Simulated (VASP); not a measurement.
Wanted: the native input for a VASP 6.6.1 run.

- Task: dielectric tensor
- Functional: PBE
- Potentials or basis: VASP PAW PBE potentials, release 64 (Sr_sv, Cl)
- Cutoff: 520 eV
- k mesh: 6 × 6 × 6
- Occupations: gaussian, width 0.01 eV
- Spin: no spin polarisation
- Dipole correction: no
- Further INCAR settings: ALGO = Normal; EDIFF = 1e-08

The structure of SrCl2 lies in POSCAR:

```
SrCl2
1.0
    0.0000000000      3.4883500000      3.4883500000
    3.4883500000      0.0000000000      3.4883500000
    3.4883500000      3.4883500000      0.0000000000
Sr Cl
1 2
Direct
    0.0000000000      0.0000000000      0.0000000000
    0.7500000000      0.7500000000      0.7500000000
    0.2500000000      0.2500000000      0.2500000000
```

The input as run:

INCAR

```
ALGO     = Normal         # electronic algorithm
EDIFF    = 1E-8           # SCF threshold, eV
ENCUT    = 520            # plane-wave cutoff, eV
GGA      = PE             # functional
ISIF     = 2              # what is computed and relaxed
ISMEAR   = 0              # smearing method
LASPH    = T              # aspherical terms in the spheres
LCHARG   = F              # write CHGCAR
LEPSILON = T              # dielectric tensor by DFPT
LREAL    = F              # projectors in reciprocal space
LWAVE    = F              # write WAVECAR
NELM     = 60             # most SCF steps
PREC     = Accurate       # precision mode
SIGMA    = 0.01           # smearing width, eV
```

KPOINTS

```
k-points
0
Gamma
  6 6 6
```

Potentials or basis: VASP PAW PBE potentials, release 64 (Sr_sv, Cl).

The run is started by

```console
$ cat potpaw_PBE.64/Sr_sv/POTCAR potpaw_PBE.64/Cl/POTCAR > POTCAR
$ mpirun -np 1 vasp_std > vasp.out
```

Results of the run:

```
Band gap on the k mesh                  : 5.34 eV (least direct gap 5.51 eV)
Electronic dielectric tensor (diagonal) : 2.92
Born charges (mean of the diagonal)     : Sr +2.50; Cl -1.25 e
```

It took 7.6 min on 1 thread of AMD EPYC 9R14 (Zen 4), with other jobs on the host, peak memory 0.31 GiB.
